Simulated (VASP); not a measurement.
# Nb (Im-3m) in VASP: notebook, part 2 of 2

VASP 6.6.1.

## 3. Density of states, PBE

POSCAR reads:

```
Nb
1.0
   -1.6551891656      1.6551891656      1.6551891656
    1.6551891656     -1.6551891656      1.6551891656
    1.6551891656      1.6551891656     -1.6551891656
Nb
1
Direct
    0.0000000000      0.0000000000      0.0000000000
```

INCAR.step1 reads:

```
PREC = Accurate ; ENCUT = 520
EDIFF = 1E-7 ; ISMEAR = 0
SIGMA = 0.05 ; LREAL = F
LASPH = T ; NELM = 80
ALGO = Normal ; ISIF = 2
LWAVE = F ; LCHARG = T
LMAXMIX = 4 ; GGA = PE
NBANDS = 12
```

KPOINTS.step1 reads:

```
regular mesh
0
Gamma
  18 18 18
```

INCAR.step2 reads:

```
PREC = Accurate ; ENCUT = 520
EDIFF = 1E-7 ; ISMEAR = -5
SIGMA = 0.05 ; LREAL = F
LASPH = T ; NELM = 80
ALGO = Normal ; ISIF = 2
LWAVE = F ; LCHARG = F
LMAXMIX = 4 ; GGA = PE
LORBIT = 10 ; NEDOS = 1001
ICHARG = 11
```

KPOINTS.step2 reads:

```
regular mesh
0
Gamma
  27 27 27
```

Potentials or basis: VASP PAW PBE potentials, release 64 (Nb_sv).

Launch:

```console
> cat potpaw_PBE.64/Nb_sv/POTCAR > POTCAR
> cp INCAR.step1 INCAR
> cp KPOINTS.step1 KPOINTS
> mpirun -np 1 vasp_std > vasp.out
> cp INCAR.step2 INCAR
> cp KPOINTS.step2 KPOINTS
> mpirun -np 1 vasp_std > vasp.out
```

OUTCAR:

```text
PREC = Accurate
   ENCUT = 520
   EDIFF = 1E-7
   ISMEAR = -5
   LREAL = F
   LASPH = T
   NELM = 80
   ISIF = 2
   GGA = PE
   LORBIT = 10
   ICHARG = 11

 ion  position               nearest neighbor table
   1  0.000  0.000  0.000-

  LATTYP: Found a body centered cubic cell.
 ALAT       =     3.3103783312

  Lattice vectors:

 A1 = (  -1.6551891656,   1.6551891656,   1.6551891656)
 A2 = (   1.6551891656,  -1.6551891656,   1.6551891656)
 A3 = (   1.6551891656,   1.6551891656,  -1.6551891656)

Analysis of symmetry for initial positions (statically):
=====================================================================
 Subroutine PRICEL returns:
 Original cell was already a primitive cell.

 Routine SETGRP: Setting up the symmetry group for a
 body centered cubic supercell.

 Subroutine GETGRP returns: Found 48 space group operations
 (whereof 48 operations were pure point group operations)
 out of a pool of 48 trial point group operations.

The static configuration has the point symmetry O_h .

Analysis of symmetry for dynamics (positions and initial velocities):
=====================================================================
 Subroutine PRICEL returns:
 Original cell was already a primitive cell.

 Routine SETGRP: Setting up the symmetry group for a
 body centered cubic supercell.

 Subroutine GETGRP returns: Found 48 space group operations
 (whereof 48 operations were pure point group operations)
 out of a pool of 48 trial point group operations.

The dynamic configuration has the point symmetry O_h .

 Subroutine INISYM returns: Found 48 space group operations
 (whereof 48 operations are pure point group operations),
 and found     1 'primitive' translations

----------------------------------------------------------------------------------------

                                     Primitive cell

  volume of cell :      18.1386

  direct lattice vectors                    reciprocal lattice vectors
    -1.655189166  1.655189166  1.655189166     0.000000000  0.302080276  0.302080276
     1.655189166 -1.655189166  1.655189166     0.302080276  0.000000000  0.302080276
     1.655189166  1.655189166 -1.655189166     0.302080276  0.302080276  0.000000000

  length of vectors
     2.866871731  2.866871731  2.866871731     0.427206023  0.427206023  0.427206023

  position of ions in fractional coordinates (direct lattice)
     0.000000000  0.000000000  0.000000000

  ion indices of the primitive-cell ions
   primitive index   ion index
                 1           1

----------------------------------------------------------------------------------------

 KPOINTS: regular mesh

Automatic generation of k-mesh.
 Grid dimensions read from file:
 generate k-points for:   27   27   27

 Generating k-lattice:

  Cartesian coordinates                     Fractional coordinates (reciprocal lattice)
     0.000000000  0.011188158  0.011188158     0.037037037  0.000000000  0.000000000
     0.011188158  0.000000000  0.011188158     0.000000000  0.037037037  0.000000000
     0.011188158  0.011188158  0.000000000     0.000000000  0.000000000  0.037037037

  Length of vectors
     0.015822445  0.015822445  0.015822445

  Shift w.r.t. Gamma in fractional coordinates (k-lattice)
     0.000000000  0.000000000  0.000000000

 TETIRR: Found  23679 inequivalent tetrahedra from   118098

 Subroutine IBZKPT returns following result:
 ===========================================

 Found    560 irreducible k-points:

 Following reciprocal coordinates:
            Coordinates               Weight
  0.000000  0.000000  0.000000      1.000000
  0.037037  0.000000  0.000000     12.000000
  0.074074  0.000000  0.000000     12.000000
  0.111111  0.000000  0.000000     12.000000
  0.148148  0.000000  0.000000     12.000000
  0.185185  0.000000  0.000000     12.000000
[... 16 lines left out ...]
  0.333333  0.037037  0.000000     48.000000
  0.370370  0.037037  0.000000     48.000000
 [... further k-points ...]
   k-points           NKPTS =    560   k-points in BZ     NKDIM =    560   number of bands    NBANDS=     10
   number of dos      NEDOS =   1001   number of ions     NIONS =      1
   total plane-waves  NPLWV =  13824
   dimension x,y,z NGX =    24 NGY =   24 NGZ =   24
   dimension x,y,z NGXF=    48 NGYF=   48 NGZF=   48
   ions per type =               1
   NGX,Y,Z   is equivalent  to a cutoff of  13.92, 13.92, 13.92 a.u.
   NGXF,Y,Z  is equivalent  to a cutoff of  27.83, 27.83, 27.83 a.u.
 SYSTEM =  unknown system
   PREC   = accura    normal or accurate (medium, high low for compatibility)
   ISTART =      0    job   : 0-new  1-cont  2-samecut
   ICHARG =     11    charge: 1-file 2-atom 10-const
   ISPIN  =      1    spin polarized calculation?
   LNONCOLLINEAR =      F non collinear calculations
   LSORBIT =      F    spin-orbit coupling
   LASPH  =      T    aspherical Exc in radial PAW
   ENCUT  =  520.0 eV  38.22 Ry    6.18 a.u.   5.33  5.33  5.33*2*pi/ulx,y,z
   NELM   =     80;   NELMIN=  2; NELMDL=  0     # of ELM steps
   EDIFF  = 0.1E-06   stopping-criterion for ELM
   LREAL  =      F    real-space projection
   EDIFFG = 0.1E-05   stopping-criterion for IOM
   NSW    =      0    number of steps for IOM
   IBRION =     -1    ionic relax: 0-MD 1-quasi-New 2-CG
   NFREE  =      0    steps in history (QN), initial steepest desc. (CG)
   ISIF   =      2    stress and relaxation
   ISYM   =      2    0-nonsym 1-usesym 2-fastsym
   POTIM  = 0.5000    time-step for ionic-motion
   TEBEG  =    0.0;   TEEND  =   0.0 temperature during run
   PSTRESS=    0.0 pullay stress
   NELECT =      13.0000    total number of electrons
   NUPDOWN=      -1.0000    fix difference up-down
   EMIN   =  10.00;   EMAX   =-10.00  energy-range for DOS
   EFERMI =   0.00;   METHOD = LEGACY
   ISMEAR =    -5;   SIGMA  =   0.05  broadening in eV -4-tet -1-fermi 0-gaus
   EFERMI_NEDOS =   21; number of points for ismear=-14 and -15
   IALGO  =     38    algorithm
   IMIX   =      4    mixing-type and parameters
     AMIX     =   0.40;   BMIX     =  1.00
     AMIX_MAG =   1.60;   BMIX_MAG =  1.00
  volume/ion in A,a.u.               =      18.14       122.41
  Fermi-wavevector in a.u.,A,eV,Ry     =   1.465059  2.768559 29.203498  2.146397
  Thomas-Fermi vector in A             =   2.580961
   LORBIT       =     10    0 simple, 1 ext, 2 COOP (PROOUT), +10 PAW based schemes
   GGA     = PE    functional components
   LHFCALC =     F    Hartree Fock is set to
   AEXX    =    0.0000 exact exchange contribution
   IVDW    =     0    specifies the selected vdW correction
   LEPSILON=     F    determine dielectric tensor
   LRPA    =     F    only Hartree local field effects (RPA)
 non-spin polarized calculation
 Fermi weights with tetrahedron method with Bloechl corrections
  energy-cutoff  :      520.00
  volume of cell :       18.14
 maximum number of plane-waves:       498
 NGX is ok and might be reduce to    24

 number of electron      13.0000000 magnetization

 Free energy of the ion-electron system (eV)
  ---------------------------------------------------
  ext. energy  EPLUGINS =         0.00000000
  ---------------------------------------------------
  free energy    TOTEN  =       -10.21641900 eV

  energy without entropy =      -10.21641900  energy(sigma->0) =      -10.21641900

 E-fermi :  11.0691     XC(G=0): -12.4641

 val. band max:       11.1010379488   @ k =  -0.1852   0.2222   0.1481
 cond. band min:      11.0831888254   @ k =   0.2963   0.1481   0.0000
 fundamental gap:     -0.0178491234
 Fermi energy:        11.0690659370

 k-point     1 :       0.0000    0.0000    0.0000
  band No.  band energies     occupation
      1     -43.2974      2.00000
      2     -18.6092      2.00000
      3     -18.6092      2.00000
      4     -18.6092      2.00000
      5       5.1481      2.00000
      6      11.4492      0.00000
      7      11.4492      0.00000
      8      11.4492      0.00000
      9      14.3355      0.00000
     10      14.3355      0.00000
[... 287 lines left out ...]
 k-point    24 :       0.3704    0.0370    0.0000
  band No.  band energies     occupation
      1     -43.0863      2.00000
      2     -19.7871      2.00000
      3     -18.9849      2.00000
      4     -18.6275      2.00000
      5       7.5438      2.00000
      6       9.6427      2.00000
      7      12.1349      0.00000
      8      14.2965      0.00000
      9      14.9060      0.00000
     10      16.3551      0.00000

 [... further k-points ...]
[... 5 lines left out ...]
  --------------------------------------------------------------------------------------
  -------------------------------------------------------------------------------------
  Total       -0.0360104     -0.0360104     -0.0360104      0.0000000      0.0000000     -0.0000000
  in kB       -3.1807966     -3.1807966     -3.1807966      0.0000000      0.0000000     -0.0000000
  external PRESSURE =      -3.1807966 kB  Pullay stress =       0.0000000 kB

 VOLUME and BASIS-vectors are now :
 -----------------------------------------------------------------------------
  energy-cutoff  :      520.00
  volume of cell :       18.14
      direct lattice vectors                 reciprocal lattice vectors
    -1.655189166  1.655189166  1.655189166     0.000000000  0.302080276  0.302080276
     1.655189166 -1.655189166  1.655189166     0.302080276  0.000000000  0.302080276
     1.655189166  1.655189166 -1.655189166     0.302080276  0.302080276  0.000000000

 POSITION                                       TOTAL-FORCE (eV/Angst)
 -----------------------------------------------------------------------------------
      0.00000      0.00000      0.00000         0.000000     -0.000000     -0.000000
 -----------------------------------------------------------------------------------
    total drift:                               -0.000000     -0.000000      0.000000

  FREE ENERGIE OF THE ION-ELECTRON SYSTEM (eV)
  ---------------------------------------------------
  free  energy   TOTEN  =       -10.2164190014 eV

  energy  without entropy=      -10.2164190014  energy(sigma->0) =      -10.21641900

 total charge

# of ion       s       p       d       tot
------------------------------------------
    1        2.220   5.997   2.497  10.714
```

Run time: 88 s. Hardware: 1 thread of AMD EPYC 9R14 (Zen 4), shared host; peak memory 0.22 GiB.

What came out:

| Property | Result |
| --- | --- |
| Valence electrons inside the program's atomic spheres | Nb 10.71 |

Caveat: tetrahedron occupations give inexact forces and stress in metals.
